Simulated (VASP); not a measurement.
A run of VASP 6.6.1 is set up as follows.

Contents of INCAR:

```
SYSTEM = AlGa3N4
PREC = Accurate
ENCUT = 520
EDIFF = 1E-6
ISMEAR = 0
SIGMA = 0.05
LREAL = .False.
LASPH = .True.
NELM = 60
ALGO = Normal
ISIF = 2
LWAVE = .False.
LCHARG = .False.
GGA = PS
NBANDS = 41
```

The input KPOINTS:

```
Automatic mesh
0
Gamma
  6 8 6
  0 0 0
```

File POSCAR:

```
AlGa3N4
1.0
    5.1423512025      0.0000000000      0.0001215039
    0.0000000000      3.1649848011      0.0000000000
   -0.0035856884      0.0000000000      5.4784941380
Al Ga N
1 3 4
Direct
    0.0006034235      0.5000000000      0.6673576246
    0.4991167026      0.5000000000      0.3349195796
    0.4990273840      0.0000000000      0.8315570006
    0.9998617813      0.0000000000      0.1661805284
    0.1513166829      0.5000000000      0.3188967562
    0.1492939090      0.0000000000      0.8051754004
    0.6520915685      0.0000000000      0.1450156280
    0.6628802754      0.5000000000      0.6460958466
```

Potentials or basis: VASP PAW PBE potentials, release 64 (Al, Ga_d, N).

Command:

```console
$ cat potpaw_PBE.64/Al/POTCAR potpaw_PBE.64/Ga_d/POTCAR potpaw_PBE.64/N/POTCAR > POTCAR
$ mpirun -np 1 vasp_std > vasp.out
```

Problem. Estimate the pressure.

Solution. 4.1 GPa.

Problem. Predict the band gap on the k mesh.

Solution. 2.12 eV, direct.

Problem. Predict the largest force.

Solution. 3.252 eV/Å.

Stress tensor (GPa, compression positive):
```
20.70  0.00  5.12
 0.00 -4.87  0.00
 5.12  0.00 -3.42
```

Caveat: the cell differs from its parent crystal (all N atoms moved -0.200 Å, as atom 5 towards its neighbour atom 8 (N) at 3.087 Å); the PAW data sets were made with another functional, which shifts forces and pressure a little.
